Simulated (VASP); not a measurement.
# Mg2O (CdCl2 type) (R-3m) in VASP: density of states with PBEsol

Aim: the density of states of Mg2O (CdCl2 type) with PBEsol.

All numbers are computed with VASP 6.6.1; they aren't measurements. Logs are shortened: lines on timing, memory, paths and dates and some standing lists are left out, and cuts for length are marked.

**1. The cell of the first run**

It takes space group R-3m (No. 166, trigonal). Conventional cell: a = 3.049 Å, b = 3.049 Å, c = 14.993 Å, α = 90.00°, β = 90.00°, γ = 120.00°. Within 2.8 Å of O (site symmetry -3m) lie 6 Mg at 2.15 Å. Mg (site symmetry 3m) has 3 O at 2.15 Å within 2.8 Å.

**2. Density of states, PBEsol**

Input file POSCAR:

```
Mg2O
1.0
    1.5243142951     -0.8800632686      4.9977502408
    0.0000000000      1.7601265372      4.9977502408
   -1.5243142951     -0.8800632686      4.9977502408
O Mg
1 2
Direct
    0.0000000000      0.0000000000      0.0000000000
    0.2507983236      0.2507983236      0.2507983236
    0.7492016764      0.7492016764      0.7492016764
```

Input file INCAR.step1:

```
PREC = Accurate ; ENCUT = 520
EDIFF = 1E-6 ; ISMEAR = -1
SIGMA = 0.05 ; LREAL = F
LASPH = T ; NELM = 100
ALGO = Normal ; ISIF = 2
LWAVE = F ; LCHARG = T
GGA = PS ; NBANDS = 12
```

Input file KPOINTS.step1:

```
Automatic mesh
0
Gamma
  12 12 12
```

Input file INCAR.step2:

```
PREC = Accurate ; ENCUT = 520
EDIFF = 1E-6 ; ISMEAR = -5
SIGMA = 0.05 ; LREAL = F
LASPH = T ; NELM = 100
ALGO = Normal ; ISIF = 2
LWAVE = F ; LCHARG = F
GGA = PS ; LORBIT = 11
NBANDS = 12 ; NEDOS = 1001
ICHARG = 11
```

Input file KPOINTS.step2:

```
Automatic mesh
0
Gamma
  18 18 18
```

Potentials or basis: VASP PAW PBE potentials, release 64 (O, Mg).

Launch:

```
$ cat potpaw_PBE.64/O/POTCAR potpaw_PBE.64/Mg/POTCAR > POTCAR
$ cp INCAR.step1 INCAR
$ cp KPOINTS.step1 KPOINTS
$ mpirun -np 1 vasp_std > vasp.out
$ cp INCAR.step2 INCAR
$ cp KPOINTS.step2 KPOINTS
$ mpirun -np 1 vasp_std > vasp.out
```

OUTCAR:

```text
PREC = Accurate
   ENCUT = 520
   EDIFF = 1E-6
   ISMEAR = -5
   LREAL = F
   LASPH = T
   NELM = 100
   ISIF = 2
   GGA = PS
   LORBIT = 11
   ICHARG = 11

 ion  position               nearest neighbor table
   1  0.000  0.000  0.000-   3 2.15   2 2.15   3 2.15   2 2.15   3 2.15   2 2.15
   2  0.251  0.251  0.251-   1 2.15   1 2.15   1 2.15   3 3.04   3 3.04   3 3.04   3 3.08   3 3.08
                             3 3.08
   3  0.749  0.749  0.749-   1 2.15   1 2.15   1 2.15   2 3.04   2 3.04   2 3.04   2 3.08   2 3.08
                             2 3.08

  LATTYP: Found a trigonal (rhomboedric) cell.
 ALAT       =     5.2986368904
 COS(alpha) =     0.8344799065

  Lattice vectors:

 A1 = (   1.5243142951,  -0.8800632686,   4.9977502408)
 A2 = (   0.0000000000,   1.7601265372,   4.9977502408)
 A3 = (  -1.5243142951,  -0.8800632686,   4.9977502408)

Analysis of symmetry for initial positions (statically):
=====================================================================
 Subroutine PRICEL returns:
 Original cell was already a primitive cell.

 Routine SETGRP: Setting up the symmetry group for a
 trigonal (rhombohedral) supercell.

 Subroutine GETGRP returns: Found 12 space group operations
 (whereof 12 operations were pure point group operations)
 out of a pool of 12 trial point group operations.

The static configuration has the point symmetry D_3d.

Analysis of symmetry for dynamics (positions and initial velocities):
=====================================================================
 Subroutine PRICEL returns:
 Original cell was already a primitive cell.

 Routine SETGRP: Setting up the symmetry group for a
 trigonal (rhombohedral) supercell.

 Subroutine GETGRP returns: Found 12 space group operations
 (whereof 12 operations were pure point group operations)
 out of a pool of 12 trial point group operations.

The dynamic configuration has the point symmetry D_3d.

 Subroutine INISYM returns: Found 12 space group operations
 (whereof 12 operations are pure point group operations),
 and found     1 'primitive' translations

----------------------------------------------------------------------------------------

                                     Primitive cell

  volume of cell :      40.2267

  direct lattice vectors                    reciprocal lattice vectors
     1.524314295 -0.880063269  4.997750241     0.328016343 -0.189380324  0.066696677
     0.000000000  1.760126537  4.997750241     0.000000000  0.378760647  0.066696677
    -1.524314295 -0.880063269  4.997750241    -0.328016343 -0.189380324  0.066696677

  length of vectors
     5.298636890  5.298636890  5.298636890     0.384588188  0.384588188  0.384588188

  position of ions in fractional coordinates (direct lattice)
     0.000000000  0.000000000  0.000000000
     0.250798324  0.250798324  0.250798324
     0.749201676  0.749201676  0.749201676

  ion indices of the primitive-cell ions
   primitive index   ion index
                 1           1
                 2           2
                 3           3

----------------------------------------------------------------------------------------

 KPOINTS: Automatic mesh

Automatic generation of k-mesh.
 Grid dimensions read from file:
 generate k-points for:   18   18   18

 Generating k-lattice:

  Cartesian coordinates                     Fractional coordinates (reciprocal lattice)
     0.018223130 -0.010521129  0.003705371     0.055555556  0.000000000  0.000000000
     0.000000000  0.021042258  0.003705371     0.000000000  0.055555556  0.000000000
    -0.018223130 -0.010521129  0.003705371     0.000000000  0.000000000  0.055555556

  Length of vectors
     0.021366010  0.021366010  0.021366010

  Shift w.r.t. Gamma in fractional coordinates (k-lattice)
     0.000000000  0.000000000  0.000000000

 TETIRR: Found   2916 inequivalent tetrahedra from    34992

 Subroutine IBZKPT returns following result:
 ===========================================

 Found    580 irreducible k-points:

 Following reciprocal coordinates:
            Coordinates               Weight
  0.000000  0.000000  0.000000      1.000000
  0.055556 -0.000000  0.000000      6.000000
  0.111111 -0.000000  0.000000      6.000000
  0.166667 -0.000000 -0.000000      6.000000
  0.222222  0.000000  0.000000      6.000000
  0.277778 -0.000000 -0.000000      6.000000
[... 16 lines left out ...]
 -0.277778  0.055556  0.000000     12.000000
 -0.222222  0.055556 -0.000000     12.000000
 [... further k-points ...]
   k-points           NKPTS =    580   k-points in BZ     NKDIM =    580   number of bands    NBANDS=     12
   number of dos      NEDOS =   1001   number of ions     NIONS =      3
   total plane-waves  NPLWV =  64000
   dimension x,y,z NGX =    40 NGY =   40 NGZ =   40
   dimension x,y,z NGXF=    80 NGYF=   80 NGZF=   80
   ions per type =               1   2
   NGX,Y,Z   is equivalent  to a cutoff of  12.55, 12.55, 12.55 a.u.
   NGXF,Y,Z  is equivalent  to a cutoff of  25.10, 25.10, 25.10 a.u.
 SYSTEM =  unknown system
   PREC   = accura    normal or accurate (medium, high low for compatibility)
   ISTART =      0    job   : 0-new  1-cont  2-samecut
   ICHARG =     11    charge: 1-file 2-atom 10-const
   ISPIN  =      1    spin polarized calculation?
   LNONCOLLINEAR =      F non collinear calculations
   LSORBIT =      F    spin-orbit coupling
   LASPH  =      T    aspherical Exc in radial PAW
   ENCUT  =  520.0 eV  38.22 Ry    6.18 a.u.   9.85  9.85  9.85*2*pi/ulx,y,z
   NELM   =    100;   NELMIN=  2; NELMDL=  0     # of ELM steps
   EDIFF  = 0.1E-05   stopping-criterion for ELM
   LREAL  =      F    real-space projection
   EDIFFG = 0.1E-04   stopping-criterion for IOM
   NSW    =      0    number of steps for IOM
   IBRION =     -1    ionic relax: 0-MD 1-quasi-New 2-CG
   NFREE  =      0    steps in history (QN), initial steepest desc. (CG)
   ISIF   =      2    stress and relaxation
   ISYM   =      2    0-nonsym 1-usesym 2-fastsym
   POTIM  = 0.5000    time-step for ionic-motion
   TEBEG  =    0.0;   TEEND  =   0.0 temperature during run
   PSTRESS=    0.0 pullay stress
   NELECT =      10.0000    total number of electrons
   NUPDOWN=      -1.0000    fix difference up-down
   EMIN   =  10.00;   EMAX   =-10.00  energy-range for DOS
   EFERMI =   0.00;   METHOD = LEGACY
   ISMEAR =    -5;   SIGMA  =   0.05  broadening in eV -4-tet -1-fermi 0-gaus
   EFERMI_NEDOS =   21; number of points for ismear=-14 and -15
   IALGO  =     38    algorithm
   IMIX   =      4    mixing-type and parameters
     AMIX     =   0.40;   BMIX     =  1.00
     AMIX_MAG =   1.60;   BMIX_MAG =  1.00
  volume/ion in A,a.u.               =      13.41        90.49
  Fermi-wavevector in a.u.,A,eV,Ry     =   1.029367  1.945221 14.416675  1.059596
  Thomas-Fermi vector in A             =   2.163411
   LORBIT       =     11    0 simple, 1 ext, 2 COOP (PROOUT), +10 PAW based schemes
   GGA     = PS    functional components
   LHFCALC =     F    Hartree Fock is set to
   AEXX    =    0.0000 exact exchange contribution
   IVDW    =     0    specifies the selected vdW correction
   LEPSILON=     F    determine dielectric tensor
   LRPA    =     F    only Hartree local field effects (RPA)
 non-spin polarized calculation
 Fermi weights with tetrahedron method with Bloechl corrections
  energy-cutoff  :      520.00
  volume of cell :       40.23
 maximum number of plane-waves:      1096

 number of electron      10.0000000 magnetization

 Free energy of the ion-electron system (eV)
  ---------------------------------------------------
  ext. energy  EPLUGINS =         0.00000000
  ---------------------------------------------------
  free energy    TOTEN  =       -13.54411526 eV

  energy without entropy =      -13.54411526  energy(sigma->0) =      -13.54411526

 E-fermi :   5.1700     XC(G=0):  -9.9675

 val. band max:        5.2420813006   @ k =  -0.3333   0.2778   0.0556
 cond. band min:       5.0174641578   @ k =   0.5000   0.0000  -0.0000
 fundamental gap:     -0.2246171428
 Fermi energy:         5.1699676848

 k-point     1 :       0.0000    0.0000    0.0000
  band No.  band energies     occupation
      1     -15.3778      2.00000
      2      -1.9912      2.00000
      3      -0.6215      2.00000
      4       0.6330      2.00000
      5       0.6330      2.00000
      6       7.5147      0.00000
      7       8.1758      0.00000
      8      16.6072      0.00000
      9      16.6072      0.00000
     10      16.9822      0.00000
     11      17.7588      0.00000
     12      17.7589      0.00000

 k-point     2 :       0.0556   -0.0000    0.0000
  band No.  band energies     occupation
      1     -15.3579      2.00000
      2      -1.9674      2.00000
      3      -0.6108      2.00000
      4       0.5718      2.00000
      5       0.6120      2.00000
      6       7.6201      0.00000
      7       8.2111      0.00000
      8      16.1493      0.00000
      9      16.5693      0.00000
     10      16.6636      0.00000
     11      17.0129      0.00000
     12      17.0687      0.00000

 k-point     3 :       0.1111   -0.0000    0.0000
  band No.  band energies     occupation
      1     -15.2999      2.00000
      2      -1.8964      2.00000
      3      -0.6500      2.00000
      4       0.4917      2.00000
      5       0.5525      2.00000
      6       7.8007      0.00000
      7       8.4154      0.00000
      8      14.8849      0.00000
      9      15.2475      0.00000
     10      16.2074      0.00000
     11      16.9313      0.00000
     12      16.9660      0.00000
[... 286 lines left out ...]
 k-point    23 :      -0.2778    0.0556    0.0000
  band No.  band energies     occupation
      1     -14.8972      2.00000
      2      -2.0226      2.00000
      3      -1.2253      2.00000
      4       0.1265      2.00000
      5       1.7910      2.00000
      6       7.7965      0.00000
      7       9.1267      0.00000
      8      10.6714      0.00000
      9      12.6920      0.00000
     10      13.4995      0.00000
     11      16.0859      0.00000
     12      16.9444      0.00000

 k-point    24 :      -0.2222    0.0556   -0.0000
  band No.  band energies     occupation
      1     -15.0219      2.00000
      2      -1.6419      2.00000
      3      -1.3759      2.00000
      4       0.2464      2.00000
      5       1.2043      2.00000
      6       7.9153      0.00000
      7       9.7023      0.00000
      8      10.9054      0.00000
      9      13.1719      0.00000
     10      13.8604      0.00000
     11      16.6736      0.00000
     12      17.2413      0.00000

 [... further k-points ...]
[... 5 lines left out ...]
  --------------------------------------------------------------------------------------
  -------------------------------------------------------------------------------------
  Total       -0.0361391     -0.0361391      0.0688759      0.0000000      0.0000000      0.0000000
  in kB       -1.4393736     -1.4393736      2.7432377      0.0000000      0.0000000      0.0000000
  external PRESSURE =      -0.0451698 kB  Pullay stress =       0.0000000 kB

 VOLUME and BASIS-vectors are now :
 -----------------------------------------------------------------------------
  energy-cutoff  :      520.00
  volume of cell :       40.23
      direct lattice vectors                 reciprocal lattice vectors
     1.524314295 -0.880063269  4.997750241     0.328016343 -0.189380324  0.066696677
     0.000000000  1.760126537  4.997750241     0.000000000  0.378760647  0.066696677
    -1.524314295 -0.880063269  4.997750241    -0.328016343 -0.189380324  0.066696677

 POSITION                                       TOTAL-FORCE (eV/Angst)
 -----------------------------------------------------------------------------------
      0.00000      0.00000      0.00000         0.000000     -0.000000      0.000000
      0.00000      0.00000      3.76028        -0.000000      0.000000      0.038719
      0.00000      0.00000     11.23297        -0.000000      0.000000     -0.038719
 -----------------------------------------------------------------------------------
    total drift:                                0.000000     -0.000000      0.000000

  FREE ENERGIE OF THE ION-ELECTRON SYSTEM (eV)
  ---------------------------------------------------
  free  energy   TOTEN  =       -13.5441152576 eV

  energy  without entropy=      -13.5441152576  energy(sigma->0) =      -13.54411526

 total charge

# of ion       s       p       d       tot
------------------------------------------
    1        1.553   3.475   0.000   5.028
    2        0.177   0.154   0.043   0.374
    3        0.177   0.154   0.043   0.374
--------------------------------------------------
tot          1.906   3.783   0.086   5.776
```

Run time: 3.6 min. Hardware: 1 thread of Intel Xeon Platinum 8488C (Sapphire Rapids), shared host; peak memory 0.46 GiB.

What came out:

```yaml
Valence_electrons_inside_the_program's_atomic_spheres: O 5.03; Mg 0.37
```

Levels at points of the mesh, in eV from the Fermi level:
| k point | band 2 | band 3 | band 4 | band 5 | band 6 | band 7 | band 8 | band 9 |
| --- | --- | --- | --- | --- | --- | --- | --- | --- |
| (0.00, 0.00, 0.00) | -7.16 | -5.79 | -4.54 | -4.54 | 2.34 | 3.01 | 11.44 | 11.44 |
| (0.50, 0.00, 0.00) | -8.00 | -6.01 | -5.17 | -0.62 | -0.15 | 2.23 | 6.93 | 7.15 |
| (0.50, 0.50, 0.00) | -7.95 | -6.15 | -5.18 | -1.33 | 0.57 | 4.73 | 4.75 | 5.33 |
| (0.50, 0.50, 0.50) | -8.27 | -4.54 | -4.54 | -3.09 | -0.90 | 5.48 | 8.49 | 10.81 |

Caveat: the PAW data sets were made with another functional, which shifts forces and pressure a little; tetrahedron occupations give inexact forces and stress in metals.
